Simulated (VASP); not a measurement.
# Ge (Pm-3m) in VASP: a series of runs

Aim: see how the results for Ge move with the level of theory and the settings. Levels: PBE, revPBE. Tasks: single point.

All numbers are computed with VASP 6.6.1; they aren't measurements. Logs are shortened: lines on timing, memory, paths and dates and some standing lists are left out, and cuts for length are marked.

### 1 The cell of the first run

The structure is cubic, space group Pm-3m (No. 221). Conventional cell: a = 2.711 Å, b = 2.711 Å, c = 2.711 Å, α = 90.00°, β = 90.00°, γ = 90.00°. Ge (site symmetry m-3m) has 6 Ge at 2.71 Å within 3.6 Å.

### 2 Single point, PBE

INCAR reads:

```
ALGO = Normal
EDIFF = 1E-7
ENCUT = 520
GGA = PE
ISIF = 2
ISMEAR = 0
LASPH = T
LCHARG = F
LREAL = F
LWAVE = F
NBANDS = 13
NELM = 80
PREC = Accurate
SIGMA = 0.1
```

KPOINTS reads:

```
k-points
0
Gamma
  20 20 20
```

POSCAR reads:

```
Ge
1.0
    2.7112568595      0.0000000000      0.0000000000
    0.0000000000      2.7112568595      0.0000000000
    0.0000000000      0.0000000000      2.7112568595
Ge
1
Direct
    0.0000000000      0.0000000000      0.0000000000
```

Potentials or basis: VASP PAW PBE potentials, release 64 (Ge_d).

Launch:

```bash
> cat potpaw_PBE.64/Ge_d/POTCAR > POTCAR
> mpirun -np 1 vasp_std > vasp.out
```

OUTCAR:

```text
EDIFF = 1E-7
   ENCUT = 520
   GGA = PE
   ISIF = 2
   ISMEAR = 0
   LASPH = T
   LREAL = F
   NELM = 80
   PREC = Accurate

 ion  position               nearest neighbor table
   1  0.000  0.000  0.000-

  LATTYP: Found a simple cubic cell.
 ALAT       =     2.7112568595

  Lattice vectors:

 A1 = (   2.7112568595,   0.0000000000,   0.0000000000)
 A2 = (   0.0000000000,   2.7112568595,   0.0000000000)
 A3 = (   0.0000000000,   0.0000000000,   2.7112568595)

Analysis of symmetry for initial positions (statically):
=====================================================================
 Subroutine PRICEL returns:
 Original cell was already a primitive cell.

 Routine SETGRP: Setting up the symmetry group for a
 simple cubic supercell.

 Subroutine GETGRP returns: Found 48 space group operations
 (whereof 48 operations were pure point group operations)
 out of a pool of 48 trial point group operations.

The static configuration has the point symmetry O_h .

Analysis of symmetry for dynamics (positions and initial velocities):
=====================================================================
 Subroutine PRICEL returns:
 Original cell was already a primitive cell.

 Routine SETGRP: Setting up the symmetry group for a
 simple cubic supercell.

 Subroutine GETGRP returns: Found 48 space group operations
 (whereof 48 operations were pure point group operations)
 out of a pool of 48 trial point group operations.

The dynamic configuration has the point symmetry O_h .

 Subroutine INISYM returns: Found 48 space group operations
 (whereof 48 operations are pure point group operations),
 and found     1 'primitive' translations

----------------------------------------------------------------------------------------

                                     Primitive cell

  volume of cell :      19.9302

  direct lattice vectors                    reciprocal lattice vectors
     2.711256860  0.000000000  0.000000000     0.368832631  0.000000000  0.000000000
     0.000000000  2.711256860  0.000000000     0.000000000  0.368832631  0.000000000
     0.000000000  0.000000000  2.711256860     0.000000000  0.000000000  0.368832631

  length of vectors
     2.711256860  2.711256860  2.711256860     0.368832631  0.368832631  0.368832631

  position of ions in fractional coordinates (direct lattice)
     0.000000000  0.000000000  0.000000000

  ion indices of the primitive-cell ions
   primitive index   ion index
                 1           1

----------------------------------------------------------------------------------------

 KPOINTS: k-points

Automatic generation of k-mesh.
 Grid dimensions read from file:
 generate k-points for:   20   20   20

 Generating k-lattice:

  Cartesian coordinates                     Fractional coordinates (reciprocal lattice)
     0.018441632  0.000000000  0.000000000     0.050000000  0.000000000  0.000000000
     0.000000000  0.018441632  0.000000000     0.000000000  0.050000000  0.000000000
     0.000000000  0.000000000  0.018441632     0.000000000  0.000000000  0.050000000

  Length of vectors
     0.018441632  0.018441632  0.018441632

  Shift w.r.t. Gamma in fractional coordinates (k-lattice)
     0.000000000  0.000000000  0.000000000

 Subroutine IBZKPT returns following result:
 ===========================================

 Found    286 irreducible k-points:

 Following reciprocal coordinates:
            Coordinates               Weight
  0.000000  0.000000  0.000000      1.000000
  0.050000  0.000000  0.000000      6.000000
  0.100000  0.000000  0.000000      6.000000
  0.150000  0.000000  0.000000      6.000000
  0.200000  0.000000  0.000000      6.000000
  0.250000  0.000000  0.000000      6.000000
[... 16 lines left out ...]
  0.150000  0.100000  0.000000     24.000000
  0.200000  0.100000  0.000000     24.000000
 [... further k-points ...]
   k-points           NKPTS =    286   k-points in BZ     NKDIM =    286   number of bands    NBANDS=     13
   number of dos      NEDOS =    301   number of ions     NIONS =      1
   total plane-waves  NPLWV =   8000
   dimension x,y,z NGX =    20 NGY =   20 NGZ =   20
   dimension x,y,z NGXF=    40 NGYF=   40 NGZF=   40
   ions per type =               1
   NGX,Y,Z   is equivalent  to a cutoff of  12.26, 12.26, 12.26 a.u.
   NGXF,Y,Z  is equivalent  to a cutoff of  24.53, 24.53, 24.53 a.u.
 SYSTEM =  unknown system
   PREC   = accura    normal or accurate (medium, high low for compatibility)
   ISTART =      0    job   : 0-new  1-cont  2-samecut
   ICHARG =      2    charge: 1-file 2-atom 10-const
   ISPIN  =      1    spin polarized calculation?
   LNONCOLLINEAR =      F non collinear calculations
   LSORBIT =      F    spin-orbit coupling
   LASPH  =      T    aspherical Exc in radial PAW
   ENCUT  =  520.0 eV  38.22 Ry    6.18 a.u.   5.04  5.04  5.04*2*pi/ulx,y,z
   NELM   =     80;   NELMIN=  2; NELMDL= -5     # of ELM steps
   EDIFF  = 0.1E-06   stopping-criterion for ELM
   LREAL  =      F    real-space projection
   EDIFFG = 0.1E-05   stopping-criterion for IOM
   NSW    =      0    number of steps for IOM
   IBRION =     -1    ionic relax: 0-MD 1-quasi-New 2-CG
   NFREE  =      0    steps in history (QN), initial steepest desc. (CG)
   ISIF   =      2    stress and relaxation
   ISYM   =      2    0-nonsym 1-usesym 2-fastsym
   POTIM  = 0.5000    time-step for ionic-motion
   TEBEG  =    0.0;   TEEND  =   0.0 temperature during run
   PSTRESS=    0.0 pullay stress
   NELECT =      14.0000    total number of electrons
   NUPDOWN=      -1.0000    fix difference up-down
   EMIN   =  10.00;   EMAX   =-10.00  energy-range for DOS
   EFERMI =   0.00;   METHOD = LEGACY
   ISMEAR =     0;   SIGMA  =   0.10  broadening in eV -4-tet -1-fermi 0-gaus
   EFERMI_NEDOS =   21; number of points for ismear=-14 and -15
   IALGO  =     38    algorithm
   IMIX   =      4    mixing-type and parameters
     AMIX     =   0.40;   BMIX     =  1.00
     AMIX_MAG =   1.60;   BMIX_MAG =  1.00
  volume/ion in A,a.u.               =      19.93       134.50
  Fermi-wavevector in a.u.,A,eV,Ry     =   1.455281  2.750082 28.814999  2.117843
  Thomas-Fermi vector in A             =   2.572334
   LORBIT       =      0    0 simple, 1 ext, 2 COOP (PROOUT), +10 PAW based schemes
   GGA     = PE    functional components
   LHFCALC =     F    Hartree Fock is set to
   AEXX    =    0.0000 exact exchange contribution
   IVDW    =     0    specifies the selected vdW correction
   LEPSILON=     F    determine dielectric tensor
   LRPA    =     F    only Hartree local field effects (RPA)
 non-spin polarized calculation
 Gauss-broadening in eV      SIGMA  =   0.10
  energy-cutoff  :      520.00
  volume of cell :       19.93
 maximum number of plane-waves:       554
   NGX = 11   NGY = 11   NGZ = 11

 number of electron      13.9999969 magnetization

 Free energy of the ion-electron system (eV)
  ---------------------------------------------------
  ext. energy  EPLUGINS =         0.00000000
  ---------------------------------------------------
  free energy    TOTEN  =        -4.27096162 eV

  energy without entropy =       -4.26845777  energy(sigma->0) =       -4.26970970

 E-fermi :   5.8917     XC(G=0): -10.9063

 val. band max:        5.8779423503   @ k =   0.3000   0.3000   0.2000
 cond. band min:       5.9143944990   @ k =   0.4500   0.4500   0.4000
 fundamental gap:      0.0364521487
 Fermi energy:         5.8916506576

 k-point     1 :       0.0000    0.0000    0.0000
  band No.  band energies     occupation
      1     -18.7623      2.00000
      2     -18.7623      2.00000
      3     -18.5197      2.00000
      4     -18.5197      2.00000
      5     -18.5197      2.00000
      6      -6.8167      2.00000
      7      12.4901      0.00000
      8      12.4901      0.00000
      9      12.4901      0.00000
     10      15.9266      0.00000
     11      15.9266      0.00000
     12      18.3323      0.00000
     13      34.5135      0.00000

 k-point     2 :       0.0500    0.0000    0.0000
  band No.  band energies     occupation
      1     -18.7619      2.00000
      2     -18.7576      2.00000
      3     -18.5212      2.00000
      4     -18.5212      2.00000
      5     -18.5196      2.00000
      6      -6.7679      2.00000
      7      11.6843      0.00000
      8      12.5371      0.00000
      9      12.5371      0.00000
     10      15.9702      0.00000
     11      16.5688      0.00000
     12      18.6231      0.00000
     13      32.8696      0.00000

 k-point     3 :       0.1000    0.0000    0.0000
  band No.  band energies     occupation
      1     -18.7610      2.00000
      2     -18.7441      2.00000
      3     -18.5258      2.00000
      4     -18.5258      2.00000
      5     -18.5192      2.00000
      6      -6.6216      2.00000
      7      10.1590      0.00000
      8      12.6769      0.00000
      9      12.6769      0.00000
     10      16.1006      0.00000
     11      17.3503      0.00000
     12      19.7446      0.00000
     13      31.0791      0.00000

 k-point     4 :       0.1500    0.0000    0.0000
  band No.  band energies     occupation
      1     -18.7596      2.00000
      2     -18.7230      2.00000
      3     -18.5328      2.00000
      4     -18.5328      2.00000
      5     -18.5186      2.00000
      6      -6.3786      2.00000
      7       8.5253      0.00000
      8      12.9056      0.00000
      9      12.9056      0.00000
     10      16.3168      0.00000
     11      17.7938      0.00000
     12      21.5468      0.00000
     13      29.3907      0.00000

 k-point     5 :       0.2000    0.0000    0.0000
  band No.  band energies     occupation
      1     -18.7577      2.00000
      2     -18.6965      2.00000
      3     -18.5416      2.00000
      4     -18.5416      2.00000
      5     -18.5179      2.00000
      6      -6.0402      2.00000
      7       6.9227      0.00000
      8      13.2165      0.00000
      9      13.2165      0.00000
     10      16.6169      0.00000
     11      18.1730      0.00000
     12      23.5592      0.00000
     13      27.8149      0.00000
[... 257 lines left out ...]
 k-point    22 :       0.1000    0.1000    0.0000
  band No.  band energies     occupation
      1     -18.7514      2.00000
      2     -18.7341      2.00000
      3     -18.5321      2.00000
      4     -18.5255      2.00000
      5     -18.5250      2.00000
      6      -6.4266      2.00000
      7      10.1160      0.00000
      8      10.6013      0.00000
      9      12.8636      0.00000
     10      16.8654      0.00000
     11      19.0320      0.00000
     12      20.2431      0.00000
     13      28.0436      0.00000

 k-point    23 :       0.1500    0.1000    0.0000
  band No.  band energies     occupation
      1     -18.7476      2.00000
      2     -18.7152      2.00000
      3     -18.5394      2.00000
      4     -18.5323      2.00000
      5     -18.5246      2.00000
      6      -6.1837      2.00000
      7       8.6843      0.00000
      8      10.6351      0.00000
      9      13.0924      0.00000
     10      17.1391      0.00000
     11      19.7157      0.00000
     12      21.6550      0.00000
     13      26.4975      0.00000

 k-point    24 :       0.2000    0.1000    0.0000
  band No.  band energies     occupation
      1     -18.7450      2.00000
      2     -18.6893      2.00000
      3     -18.5486      2.00000
      4     -18.5411      2.00000
      5     -18.5238      2.00000
      6      -5.8455      2.00000
      7       7.0986      0.00000
      8      10.9373      0.00000
      9      13.4033      0.00000
     10      17.4611      0.00000
     11      20.0314      0.00000
     12      23.3137      0.00000
     13      25.3706      0.00000

 [... further k-points ...]

------------------------ aborting loop because EDIFF is reached ----------------------------------------

  FORCE on cell =-STRESS in cart. coord.  units (eV):
  Direction    XX          YY          ZZ          XY          YZ          ZX
  --------------------------------------------------------------------------------------
  -------------------------------------------------------------------------------------
  Total       -0.0122073     -0.0122073     -0.0122073     -0.0000000      0.0000000      0.0000000
  in kB       -0.9813358     -0.9813358     -0.9813358     -0.0000000      0.0000000      0.0000000
  external PRESSURE =      -0.9813358 kB  Pullay stress =       0.0000000 kB

 VOLUME and BASIS-vectors are now :
 -----------------------------------------------------------------------------
  energy-cutoff  :      520.00
  volume of cell :       19.93
      direct lattice vectors                 reciprocal lattice vectors
     2.711256860  0.000000000  0.000000000     0.368832631  0.000000000  0.000000000
     0.000000000  2.711256860  0.000000000     0.000000000  0.368832631  0.000000000
     0.000000000  0.000000000  2.711256860     0.000000000  0.000000000  0.368832631

 POSITION                                       TOTAL-FORCE (eV/Angst)
 -----------------------------------------------------------------------------------
      0.00000      0.00000      0.00000         0.000000      0.000000      0.000000
 -----------------------------------------------------------------------------------
    total drift:                                0.000000      0.000000      0.000000

  FREE ENERGIE OF THE ION-ELECTRON SYSTEM (eV)
  ---------------------------------------------------
  free  energy   TOTEN  =        -4.2709616192 eV

  energy  without entropy=       -4.2684577722  energy(sigma->0) =       -4.26970970
```

It took 22 s on 1 thread of Intel Xeon Platinum 8488C (Sapphire Rapids), shared host; peak memory 0.18 GiB.

Results:

* Free energy: -4.2710 eV
* Pressure: -0.1 GPa
* Band gap on the k mesh: zero (band 7 reaches 12.49 eV, above the bottom of band 8 at 3.39 eV)

Levels at points of the mesh, in eV from the Fermi level:
| k point | band 4 | band 5 | band 6 | band 7 | band 8 | band 9 | band 10 | band 11 |
| --- | --- | --- | --- | --- | --- | --- | --- | --- |
| (0.00, 0.00, 0.00) | -24.41 | -24.41 | -12.71 | 6.60 | 6.60 | 6.60 | 10.03 | 10.03 |
| (0.50, 0.00, 0.00) | -24.46 | -24.41 | -9.00 | -5.55 | 9.44 | 9.44 | 13.23 | 15.20 |
| (0.50, 0.50, 0.00) | -24.47 | -24.34 | -5.08 | -2.50 | -2.50 | 3.21 | 12.23 | 19.34 |
| (0.50, 0.50, 0.50) | -24.33 | -24.33 | -0.55 | 0.35 | 0.35 | 0.35 | 6.91 | 6.91 |

### 3 Single point, revPBE

INCAR reads:

```
SYSTEM = Ge
  ALGO = Normal
  EDIFF = 1E-6
  ENCUT = 520
  GGA = RE
  ISIF = 2
  ISMEAR = 0
  LASPH = .TRUE.
  LCHARG = .FALSE.
  LREAL = .FALSE.
  LWAVE = .FALSE.
  NBANDS = 13
  NELM = 100
  PREC = Accurate
  SIGMA = 0.1
```

KPOINTS reads:

```
Automatic mesh
0
Gamma
  20 20 20
  0.5 0.5 0.5
```

POSCAR is that of step 2.

Potentials or basis: VASP PAW PBE potentials, release 64 (Ge_d).

Launch:

```bash
> cat potpaw_PBE.64/Ge_d/POTCAR > POTCAR
> mpirun -np 1 vasp_std > vasp.out
```

It took 16 s on 1 thread of Intel Xeon Platinum 8488C (Sapphire Rapids), shared host; peak memory 0.16 GiB.

Results (log left out):

```
Free energy            : -3.9669 eV
Pressure               : 1.0 GPa
Band gap on the k mesh : zero (band 7 reaches 12.34 eV, above the bottom of band 8 at 3.60 eV)
```

Levels at points of the mesh, in eV from the Fermi level:
| k point | band 3 | band 4 | band 5 | band 6 | band 7 | band 8 | band 9 | band 10 | band 11 | band 12 |
| --- | --- | --- | --- | --- | --- | --- | --- | --- | --- | --- |
| (0.03, 0.03, 0.03) | -24.45 | -24.45 | -24.45 | -12.66 | 6.37 | 6.37 | 6.50 | 10.32 | 10.32 | 12.68 |

Caveat: the PAW data sets were made with another functional, which shifts forces and pressure a little.

(Part 1 of 2 ends here.)
